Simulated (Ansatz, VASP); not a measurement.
## Two plane-wave programs on HfVS3

```xyz
5
Lattice="3.1650 -3.2059 0.0000 3.1650 3.2059 0.0000 0.0000 0.0000 4.4974" Properties=species:S:1:pos:R:3 pbc="T T T"
Hf    0.0000    0.0000    2.2487
V     3.1650    0.0000    0.0000
S     3.1650    0.0000    2.2487
S     1.5825   -1.6029    0.0000
S     1.5825    1.6029    0.0000
```

Change from the starting cell: species swapped into the KHgF3 type (Cmmm, No. 65).

Alike in both runs: task single point; functional PBE; k mesh 4 × 4 × 4; occupations gaussian, width 0.1 eV; collinear spin.

|  | VASP | Ansatz |
| --- | --- | --- |
| version | VASP 6.6.1 | Ansatz 0.2.0 |
| potentials or method | VASP PAW PBE potentials, release 64 (Hf_pv, V_sv, S), cutoff 520 eV | scalar-relativistic, plane waves, PAW |
| valence electrons in the cell | 41 | 57 |

Ansatz gave:

| Item | Value |
| --- | --- |
| gap on the k mesh at the Fermi level (eV) | none |
| pressure (GPa) | 2.4 |
| traceless stress, the component that is largest in VASP (GPa) | 0.16 |
| net moment per atom (μB) | 0.50 |
| size of the moment on the site where the two differ most (μB) | 1.22 |

Problem. What did VASP give for the same quantities?

Solution. gap on the k mesh at the Fermi level (eV): none; pressure (GPa): 2.1; traceless stress, the component that is largest in VASP (GPa): 0.16; net moment per atom (μB): 0.50; size of the moment on the site where the two differ most (μB): 1.39.

Site moments also hang on the region over which each program counts them. A gap of «none» marks a metal or a gap that the smearing closes. VASP's potentials hold 41 valence electrons a cell and Ansatz's 57, so a difference there can come from the potentials and not from the codes.

Spin-orbit coupling is off throughout.
